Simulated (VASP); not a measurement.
A run of VASP 6.6.1:

INCAR

```
  PREC = Accurate
  ENCUT = 520
  EDIFF = 1E-7
  ISMEAR = -1
  SIGMA = 0.05
  LREAL = F
  LASPH = T
  NELM = 150
  ALGO = Normal
  ISIF = 2
  LWAVE = F
  LCHARG = T
  MAGMOM = 0 0 0 0 0 0
  LORBIT = 11
  LSORBIT = T
  GGA_COMPAT = F
  LORBMOM = T
  GGA = PE
  LVHAR = T
  NBANDS = 32
```

KPOINTS

```
regular mesh
0
Gamma
  8 8 8
```

File POSCAR:

```
PbSe
1.0
    0.0000000000      3.0192847941      3.0192847941
    3.0192847941      0.0000000000      3.0192847941
    3.0192847941      3.0192847941      0.0000000000
Pb Se
1 1
Direct
    0.0000000000      0.0000000000      0.0000000000
    0.5000000000      0.5000000000      0.5000000000
```

Potentials or basis: VASP PAW PBE potentials, release 64 (Pb_d, Se).

Command:

```bash
$ cat potpaw_PBE.64/Pb_d/POTCAR potpaw_PBE.64/Se/POTCAR > POTCAR
$ mpirun -np 1 vasp_ncl > vasp.out
```

Hardware: 1 thread of Intel(R) Xeon(R) 6975P-C (Granite Rapids) (shared host).

Estimate the wall time of this run.

It took 84 s on 1 thread of Intel(R) Xeon(R) 6975P-C (Granite Rapids), on a shared host, peak memory 0.32 GiB. Counts: scf iterations 13, k points 29.
